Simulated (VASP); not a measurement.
Se: single point with PBE

Se:

```
Se
1.0
     4.36964    0.00000    0.00000
    -2.18482    3.78422    0.00000
     0.00000    0.00000    4.96589
Se
3
Direct
  0.21700 0.00000 0.16667
  0.00000 0.21700 0.83333
  0.78300 0.78300 0.50000
```

* Program: VASP 6.6.1
* Task: single point
* Functional: PBE
* Potentials or basis: VASP PAW PBE potentials, release 64 (Se)
* Cutoff: 520 eV
* k mesh: 8 × 8 × 6
* Occupations: fermi-dirac, width 0.03 eV
* Spin: no spin polarisation
* Dipole correction: no
* Further INCAR settings: ALGO = Normal; EDIFF = 1e-06; NBANDS = 16

The pressure is 5.0 GPa. The largest force is 1.065 eV/Å and the band gap on the k mesh is 1.09 eV (least direct gap 1.16 eV).

Forces on the atoms (eV/Å):
```
Se   1.065  0.000  0.000
Se  -0.532  0.922  0.000
Se  -0.532 -0.922  0.000
```

Stress tensor (GPa, compression positive):
```
4.20 0.00 0.00
0.00 4.20 0.00
0.00 0.00 6.64
```

Levels at points of the mesh, in eV from the valence-band top:
```csv
k point,band 6,band 7,band 8,band 9,band 10,band 11,band 12,band 13
"(0.00, 0.00, 0.00)",-3.75,-2.16,-2.16,-0.40,2.03,2.03,2.44,6.00
"(0.50, 0.00, 0.00)",-3.42,-2.93,-1.94,-1.05,2.06,2.59,4.27,5.41
"(0.00, 0.00, 0.50)",-3.46,-1.54,-1.54,-1.20,1.27,1.43,1.43,6.15
"(0.50, 0.00, 0.50)",-4.32,-1.83,-1.41,0.00,1.52,2.80,3.14,6.22
```

Run time: 33 s on 1 thread of Intel Xeon 6975P-C, with other jobs on the host, peak memory 0.21 GiB.

Caveat: the cell stands under pressure; forces of over 1 eV/Å act on the atoms, so gaps and moduli don't describe the material at rest. A k mesh can miss the band edges.
